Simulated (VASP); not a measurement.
Input of a VASP 6.6.1 run:

Contents of INCAR:

```
SYSTEM = SnTe3
ALGO = Normal
EDIFF = 1E-6
ENCUT = 500
GGA = RP
GGA_COMPAT = .False.
ISIF = 2
ISMEAR = -1
LASPH = .True.
LCHARG = .False.
LREAL = .False.
LWAVE = .False.
NBANDS = 24
NELM = 120
PREC = Accurate
SIGMA = 0.1
```

KPOINTS

```
k-points
0
Gamma
  4 4 4
  0 0 0
```

The input POSCAR:

```
SnTe3
1.0
    0.0000000000      3.9115952734      3.9115952734
    3.9115952734      0.0000000000      3.9115952734
    3.9115952734      3.9115952734      0.0000000000
Sn Te
1 3
Direct
    0.0000000000      0.0000000000      0.0000000000
    0.2500000000      0.2500000000      0.2500000000
    0.7500000000      0.7500000000      0.7500000000
    0.5000000000      0.5000000000      0.5000000000
```

Potentials or basis: VASP PAW PBE potentials, release 64 (Sn_d, Te).

Launch:

```sh
$ cat potpaw_PBE.64/Sn_d/POTCAR potpaw_PBE.64/Te/POTCAR > POTCAR
$ mpirun -np 1 vasp_std > vasp.out
```

Problem. What does it give for the pressure?

Solution. -0.1 GPa.

Problem. Estimate the band gap on the k mesh.

Solution. Zero (band 16 reaches 7.69 eV, above the bottom of band 17 at 5.60 eV).

Caveat: the PAW data sets were made with another functional, which shifts forces and pressure a little; spin-orbit coupling is left out, which moves the levels of the heavy elements.
